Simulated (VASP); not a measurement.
# Si16O31 (a cell with a defect) in VASP: a series of runs, part 2 of 2

VASP 6.6.1.

**3. Single point, LDA, collinear spin**

Contents of INCAR:

```
PREC = Accurate
ENCUT = 520
EDIFF = 1E-6
ISMEAR = 0
SIGMA = 0.02
LREAL = Auto
LASPH = True
NELM = 200
ALGO = Normal
ISIF = 2
LWAVE = False
LCHARG = True
ISPIN = 2
MAGMOM = 0 0 0 0 0 0 0 0 0 0.06 0 0 0 0 0 0 0 0 0 0 0 0 0 0 0 0 0 0 0 0 0 0 0 0 0 0 0 0 0 0 0 0 0 0 0 0.07 0
LORBIT = 11
GGA = CA
LELF = True
LVHAR = True
NELECT = 251.0
NBANDS = 158
GGA_COMPAT = False
```

Contents of KPOINTS:

```
Automatic mesh
0
Gamma
  1 1 2
```

Contents of POSCAR:

```
Si16O31
1.0
    0.1638120000      6.0954500000      6.0878850000
    0.1638120000     -6.0954500000      6.0878850000
    6.9450000000      0.0000000000      0.0000000000
Si O
16 31
Direct
    0.1726638310      0.8928347782      0.6407779038
    0.3534470816      0.0785459669      0.1028022109
    0.3266050440      0.6045820596      0.8494737766
    0.1412888775      0.4318209957      0.4063488446
    0.3633670698      0.1837065033      0.5173189034
    0.5755015057      0.3880551318      0.7332142347
    0.1328264832      0.3232705029      0.9901949374
    0.9306196314      0.1113980809      0.7572403160
    0.6908907173      0.4142839041      0.1361186659
    0.8584846093      0.5932039492      0.6406551467
    0.8247296880      0.1113118108      0.3437362376
    0.6433707630      0.9286893203      0.8940355210
    0.8466924870      0.6616273975      0.0271329162
    0.0653060460      0.8816173930      0.2246958355
    0.6370494025      0.8260782683      0.4839905155
    0.4328496313      0.6141524063      0.2617970486
    0.7573994102      0.2620942235      0.2461652569
    0.5014525385      0.0043970299      0.0049785127
    0.0095000595      0.7295978374      0.1140558525
    0.4880081496      0.7671868812      0.3705030945
    0.5854695028      0.3509695069      0.9600397484
    0.4023950677      0.1693208895      0.2915975616
    0.9224539741      0.1543672865      0.5314994609
    0.0945988782      0.3350725102      0.2178758345
    0.3081760964      0.0155481526      0.5930607751
    0.2333039242      0.9389115496      0.1488187241
    0.1867899073      0.4889643161      0.9073384232
    0.2638440580      0.5657034778      0.3434422115
    0.2752967894      0.2026450574      0.9583898330
    0.0469128856      0.9662130193      0.7881428105
    0.2253526450      0.3075700367      0.5484672239
    0.4476996623      0.5245161401      0.7030831368
    0.2492083441      0.7473549944      0.7413389440
    0.0006335835      0.5117197215      0.5154390757
    0.5150066066      0.2334456062      0.6303822241
    0.9928823730      0.2561223306      0.8700338433
    0.0827894056      0.8432336714      0.4515551199
    0.4152007362      0.6612903604      0.0368346783
    0.5836818907      0.8412436786      0.7072440738
    0.8555463235      0.4723683793      0.0235242098
    0.7370782990      0.4430717860      0.6407925492
    0.6836704515      0.9959207366      0.4026556959
    0.7609083169      0.0667454577      0.8345077581
    0.7820850762      0.7096472742      0.4695510929
    0.5523015027      0.4722047092      0.2893033245
    0.7271098360      0.8089508813      0.0366243084
    0.9431267071      0.0225538207      0.1989516114
```

Potentials or basis: VASP PAW LDA potentials, release 64 (Si, O).

The run is started by

```bash
$ cat potpaw_LDA.64/Si/POTCAR potpaw_LDA.64/O/POTCAR > POTCAR
$ mpirun -np 1 vasp_std > vasp.out
```

Run time: 5.1 min. Hardware: 1 thread of AMD EPYC 9R45 (Zen 5), shared host; peak memory 0.5 GiB.

Results (log left out):

* Free energy: -394.0597 eV
* Largest force: 1.487 eV/Å
* Net moment: 1.00 μB per cell
* Site moments: Si +0.00, -0.00, +0.04, +0.01, +0.07 (each value once); O +0.00, +0.01, +0.16, +0.05 (each value once) μB
* Valence electrons inside the program's atomic spheres: Si 1.72, 1.69, 1.71, 1.70, 1.73, 1.63, 1.60, 1.59 (each value once); O 5.26, 5.28, 5.20, 5.24, 5.22, 5.25, 5.23, 5.17, 5.21, 5.19 (each value once)

Forces on the atoms (eV/Å):
```
Si  -0.008  0.016  0.018
Si  -0.009 -0.018 -0.036
Si  -0.061 -0.120 -0.001
Si   0.065 -0.074 -0.010
Si   0.007  0.028  0.008
Si  -0.026  0.039 -0.051
Si   0.023 -0.102 -0.072
Si  -0.008 -0.046  0.049
Si   0.049  0.028 -0.074
Si   0.139  0.001  0.051
Si  -0.047 -0.029  0.011
Si   0.056 -0.211  0.025
Si  -1.476  0.076  0.162
Si  -0.068  0.046 -0.076
Si  -0.039 -0.061 -0.012
Si   0.012 -0.043  0.022
O    0.087 -0.111 -0.163
O   -0.111  0.025  0.016
O   -0.012 -0.029 -0.168
O   -0.020  0.007  0.016
O   -0.007  0.034 -0.078
O    0.005  0.011 -0.041
O   -0.041  0.057  0.020
O    0.087  0.024 -0.001
O    0.053 -0.037  0.013
O   -0.037 -0.002 -0.064
O   -0.014 -0.054  0.024
O   -0.024  0.003  0.027
O    0.005 -0.054  0.009
O    0.018 -0.003 -0.099
O    0.045 -0.020  0.022
O   -0.041 -0.008  0.000
O    0.023  0.064 -0.048
O    0.223 -0.062  0.100
O   -0.037  0.014  0.082
O   -0.056  0.020  0.007
O   -0.020  0.000 -0.008
O   -0.020  0.023 -0.004
O    0.014  0.015 -0.014
O    0.705  0.687 -0.031
O    0.190  0.018  0.112
O    0.008  0.042 -0.033
O   -0.068 -0.094 -0.010
O    0.208  0.034  0.029
O    0.116  0.051  0.055
O    0.162 -0.179  0.192
O   -0.050 -0.006  0.022
```

Levels at points of the mesh, in eV from the Fermi level:
Spin up:
```tsv
k point	band 123	band 124	band 125	band 126	band 127	band 128	band 129	band 130
(0.00, 0.00, 0.00)	-5.05	-4.83	-3.12	-0.11	1.50	1.86	2.53	2.60
(0.00, 0.00, 0.50)	-4.98	-4.92	-2.92	-0.17	1.71	2.07	2.61	2.90
```
Spin down:
| k point | band 121 | band 122 | band 123 | band 124 | band 125 | band 126 | band 127 | band 128 | band 129 | band 130 |
| --- | --- | --- | --- | --- | --- | --- | --- | --- | --- | --- |
| (0.00, 0.00, 0.00) | -5.12 | -5.04 | -5.03 | -4.81 | -3.04 | 0.50 | 1.59 | 2.01 | 2.57 | 2.75 |
| (0.00, 0.00, 0.50) | -5.14 | -5.11 | -4.95 | -4.91 | -2.85 | 0.47 | 1.87 | 2.15 | 2.65 | 2.98 |

Caveat: the k points lie up to 0.73 Å⁻¹ apart; the cell carries a net charge on a neutralising background, which shifts energy and pressure; the cell is charged against a uniform background, so pressure and absolute levels hang on convention.

**4. Single point, LDA, collinear spin**

Contents of INCAR:

```
SYSTEM = Si16O31
  PREC = Accurate
  ENCUT = 520
  EDIFF = 1E-6
  ISMEAR = 0
  SIGMA = 0.02
  LREAL = Auto
  LASPH = .True.
  NELM = 200
  ALGO = Normal
  ISIF = 2
  LWAVE = .False.
  LCHARG = .True.
  ISPIN = 2
  MAGMOM = 0 0 0 0 0 0 0 0 0 0.06 0 0 0 0 0 0 0 0 0 0 0 0 0 0 0 0 0 0 0 0 0 0 0 0 0 0 0 0 0 0 0 0 0 0 0 0.07 0
  LORBIT = 11
  GGA = CA
  LELF = .True.
  LVHAR = .True.
  NELECT = 251.0
  NBANDS = 158
  GGA_COMPAT = .False.
```

Contents of KPOINTS:

```
Automatic mesh
0
Gamma
  1 1 2
  0 0 0
```

Contents of POSCAR:

```
Si16O31
1.0
    0.1638120000      6.0954500000      6.0878850000
    0.1638120000     -6.0954500000      6.0878850000
    6.9450000000      0.0000000000      0.0000000000
Si O
16 31
Direct
    0.1733019621      0.8942313438      0.6402440942
    0.3556334429      0.0769824820      0.1008874471
    0.3281203547      0.6061072137      0.8483280509
    0.1422913171      0.4320930545      0.4031128794
    0.3637138603      0.1826574986      0.5144186919
    0.5739704020      0.3854181212      0.7320144920
    0.1353541808      0.3227136046      0.9867125990
    0.9302327002      0.1125729704      0.7589750781
    0.6854203196      0.4219920247      0.1437364390
    0.8540978496      0.5697587114      0.6360979423
    0.8259853914      0.1141742864      0.3422077124
    0.6473119610      0.9210139847      0.9005850814
    0.8407080881      0.6426008114      0.0837250112
    0.0659843201      0.8828918495      0.2244320658
    0.6394990232      0.8262830998      0.4879879480
    0.4297131646      0.6169779276      0.2625297968
    0.7627330576      0.2669340600      0.2398348697
    0.5044420421      0.0029592968      0.0056176489
    0.0118937004      0.7320470935      0.1156640131
    0.4917006930      0.7675165885      0.3707425628
    0.5928290050      0.3508744323      0.9574781933
    0.4036645401      0.1700356858      0.2887341999
    0.9209972564      0.1566568057      0.5329123589
    0.0921879301      0.3388547062      0.2131958306
    0.3098924243      0.0149662089      0.5904314266
    0.2348275596      0.9391706352      0.1484869702
    0.1912705086      0.4875984253      0.9057501976
    0.2607728724      0.5696316113      0.3434109116
    0.2759844675      0.2009547322      0.9562041232
    0.0500574020      0.9704029056      0.7882752133
    0.2261985835      0.3074842966      0.5442423816
    0.4499233305      0.5254011049      0.7029576895
    0.2495957463      0.7477318970      0.7404182526
    0.0041576026      0.5092486131      0.5193910585
    0.5126792403      0.2309230123      0.6316636469
    0.9883552303      0.2609213247      0.8734149041
    0.0825660596      0.8459964872      0.4520906137
    0.4159929967      0.6625296757      0.0366735844
    0.5841357469      0.8410429482      0.7095738845
    0.8752931641      0.5634951836     -0.1305556223
    0.7295993996      0.4306544488      0.6177067670
    0.6867917819      0.9951558896      0.4014633244
    0.7632743031      0.0608766130      0.8387516472
    0.7860744083      0.7074488761      0.4882110819
    0.5429595733      0.4711663505      0.2925382295
    0.7259954604      0.7949639533      0.0395652407
    0.9447570015      0.0256501267      0.1982833215
```

Potentials or basis: VASP PAW LDA potentials, release 64 (Si, O).

The run is started by

```bash
$ cat potpaw_LDA.64/Si/POTCAR potpaw_LDA.64/O/POTCAR > POTCAR
$ mpirun -np 1 vasp_std > vasp.out
```

OUTCAR:

```text
SYSTEM = Si16O31
   PREC = Accurate
   ENCUT = 520
   EDIFF = 1E-6
   ISMEAR = 0
   LREAL = Auto
   LASPH = .True.
   NELM = 200
   ISIF = 2
   ISPIN = 2
   LORBIT = 11
   GGA = CA
   NELECT = 251.0

 ion  position               nearest neighbor table
   1  0.173  0.894  0.640-  33 1.58  37 1.60  25 1.60  30 1.61   8 2.93  14 3.05   5 3.08
   2  0.356  0.077  0.101-  18 1.57  26 1.60  22 1.60  29 1.62   7 2.95   5 3.03  14 3.10
   3  0.328  0.606  0.848-  33 1.58  27 1.60  38 1.61  32 1.61   6 2.96  16 3.03   7 3.08
   4  0.142  0.432  0.403-  34 1.58  28 1.61  31 1.62  24 1.62   5 2.98   7 3.06  16 3.08
   5  0.364  0.183  0.514-  35 1.59  25 1.59  22 1.60  31 1.61   6 2.97   4 2.98   2 3.03   1 3.08
[... 7 lines left out ...]
   9  0.685  0.422  0.144-  17 1.63  45 1.65  21 1.66  13 2.35  16 2.89   6 3.06
[... 907 lines left out ...]
      3.66214      1.10362      3.32625        -0.049746      0.013340     -0.002943
      5.24100      1.14931      5.84065        -0.030610      0.017621     -0.214333
[... 39 lines left out ...]
      0.52393     -0.42039      9.25943         0.098862      0.086308     -0.145010
      1.53604      5.60237      5.90773        -0.032034     -0.007785      0.062674
 -----------------------------------------------------------------------------------
    total drift:                                0.013868     -0.008260     -0.040512

  FREE ENERGIE OF THE ION-ELECTRON SYSTEM (eV)
  ---------------------------------------------------
  free  energy   TOTEN  =      -394.7746628578 eV

  energy  without entropy=     -394.7746628578  energy(sigma->0) =     -394.77466286

 total charge

# of ion       s       p       d       tot
------------------------------------------
    1        0.663   1.061   0.000   1.724
    2        0.661   1.056   0.000   1.717
    3        0.661   1.056   0.000   1.717
    4        0.656   1.036   0.000   1.692
    5        0.666   1.058   0.000   1.724
    6        0.669   1.057   0.000   1.726
[... 39 lines left out ...]
   46        1.539   3.669   0.000   5.209
   47        1.545   3.679   0.000   5.224
--------------------------------------------------
tot         58.544 130.829   0.000 189.373

 magnetization (x)

# of ion       s       p       d       tot
------------------------------------------
    1        0.001   0.000   0.000   0.001
    2        0.001   0.000   0.000   0.001
    3        0.000  -0.000   0.000   0.000
    4        0.002   0.000   0.000   0.002
    5        0.001   0.000   0.000   0.001
    6        0.000   0.000   0.000   0.001
[... 39 lines left out ...]
   46        0.002   0.010   0.000   0.012
   47        0.002   0.000   0.000   0.002
--------------------------------------------------
tot          0.173   0.246   0.000   0.420
```

OSZICAR:

```text
N       E                     dE             d eps       ncg     rms          rms(c)
DAV:   1     0.149052600153E+04    0.14905E+04   -0.13533E+05  1264   0.150E+03
DAV:   2    -0.336437465162E+03   -0.18270E+04   -0.17878E+04  1512   0.341E+02
DAV:   3    -0.444648343113E+03   -0.10821E+03   -0.10763E+03  1520   0.879E+01
DAV:   4    -0.446194039639E+03   -0.15457E+01   -0.15237E+01  1528   0.112E+01
DAV:   5    -0.446224525949E+03   -0.30486E-01   -0.30428E-01  1528   0.145E+00    0.593E+01
DAV:   6    -0.396085010683E+03    0.50140E+02   -0.21623E+02  1424   0.357E+01    0.295E+01
DAV:   7    -0.395205068745E+03    0.87994E+00   -0.62975E+00  1480   0.606E+00    0.104E+01
DAV:   8    -0.394844196611E+03    0.36087E+00   -0.41589E-01  1504   0.201E+00    0.413E+00
DAV:   9    -0.394764445730E+03    0.79751E-01   -0.13101E-01  1512   0.124E+00    0.814E-01
DAV:  10    -0.394775406366E+03   -0.10961E-01   -0.57243E-02  1472   0.447E-01    0.538E-01
DAV:  11    -0.394774464147E+03    0.94222E-03   -0.67022E-03  1496   0.218E-01    0.356E-01
DAV:  12    -0.394774613560E+03   -0.14941E-03   -0.40896E-03  1504   0.128E-01    0.181E-01
DAV:  13    -0.394774638658E+03   -0.25099E-04   -0.33735E-04  1600   0.674E-02    0.751E-02
DAV:  14    -0.394774662588E+03   -0.23929E-04   -0.15575E-04  1528   0.442E-02    0.287E-02
DAV:  15    -0.394774663100E+03   -0.51253E-06   -0.22560E-05  1496   0.164E-02    0.108E-02
DAV:  16    -0.394774662858E+03    0.24256E-06   -0.72178E-06  1488   0.776E-03
   1 F= -.39477466E+03 E0= -.39477466E+03  d E =-.328873E-11  mag=     0.9999
```

Run time: 8.1 min. Hardware: 1 thread of Intel Xeon Platinum 8259CL at 2.50GHz (Skylake/Cascade Lake), shared host; peak memory 0.53 GiB.

What came out:

```yaml
Free_energy: -394.7747 eV
Largest_force: 1.947 eV/Å
Net_moment: 1.00 μB per cell
Site_moments: Si +0.00, +0.09, +0.02, +0.10, +0.01 (each value once); O +0.00, +0.04, +0.03, +0.01 (each value once) μB
Valence_electrons_inside_the_program's_atomic_spheres: Si 1.72, 1.69, 1.73, 1.71, 1.66, 1.65, 1.70, 1.61 (each value once); O 5.24, 5.28, 5.20, 5.23, 5.21, 5.22, 5.26, 5.25, 5.18 (each value once)
```

Forces on the atoms (eV/Å):
```
Si   0.060  0.107  0.015
Si   0.023 -0.043 -0.001
Si   0.008 -0.035 -0.026
Si  -0.001 -0.013  0.001
Si  -0.050  0.013 -0.003
Si  -0.031  0.018 -0.214
Si   0.011  0.010 -0.004
Si   0.069 -0.088  0.078
Si   0.013 -0.076 -0.135
Si  -0.128  0.289 -0.355
Si  -0.049 -0.082  0.067
Si   0.199 -0.084 -0.085
Si  -0.041  0.238 -0.136
Si  -0.062  0.055  0.036
Si   0.057 -0.052  0.004
Si   0.034 -0.113 -0.028
O    0.032 -0.057  0.000
O   -0.091  0.269  0.075
O   -0.130  0.068  0.041
O    0.040  0.110  0.096
O   -0.034  0.106 -0.182
O   -0.007  0.014 -0.005
O    0.040 -0.023  0.018
O    0.031 -0.091 -0.012
O    0.052  0.019 -0.087
O    0.048  0.017 -0.060
O    0.004  0.037  0.043
O    0.016 -0.087  0.037
O   -0.004  0.018 -0.039
O    0.052 -0.014 -0.002
O   -0.004 -0.005 -0.001
O   -0.015  0.020  0.029
O   -0.049 -0.111 -0.006
O    0.273 -0.053  0.085
O    0.005  0.030 -0.046
O   -0.002 -0.127 -0.073
O    0.013 -0.046 -0.011
O    0.013  0.020  0.006
O    0.089 -0.081 -0.058
O   -1.308 -0.586  1.317
O   -0.177  0.141 -0.252
O    0.006  0.093 -0.010
O    0.063  0.034 -0.101
O    0.733  0.089  0.159
O    0.132 -0.026 -0.092
O    0.099  0.086 -0.145
O   -0.032 -0.008  0.063
```

Levels at points of the mesh, in eV from the Fermi level:
Spin up:
```tsv
k point	band 123	band 124	band 125	band 126	band 127	band 128	band 129	band 130
(0.00, 0.00, 0.00)	-5.93	-5.81	-5.09	-0.09	0.18	0.88	1.33	2.24
(0.00, 0.00, 0.50)	-5.96	-5.94	-4.92	-0.17	0.44	1.05	1.57	2.08
```
Spin down:
| k point | band 123 | band 124 | band 125 | band 126 | band 127 | band 128 |
| --- | --- | --- | --- | --- | --- | --- |
| (0.00, 0.00, 0.00) | -5.90 | -5.78 | -4.88 | 0.12 | 0.57 | 1.09 |
| (0.00, 0.00, 0.50) | -5.94 | -5.91 | -4.72 | 0.25 | 0.72 | 1.22 |

Caveat: the k points lie up to 0.73 Å⁻¹ apart; the cell carries a net charge on a neutralising background, which shifts energy and pressure; the cell is charged against a uniform background, so pressure and absolute levels hang on convention.
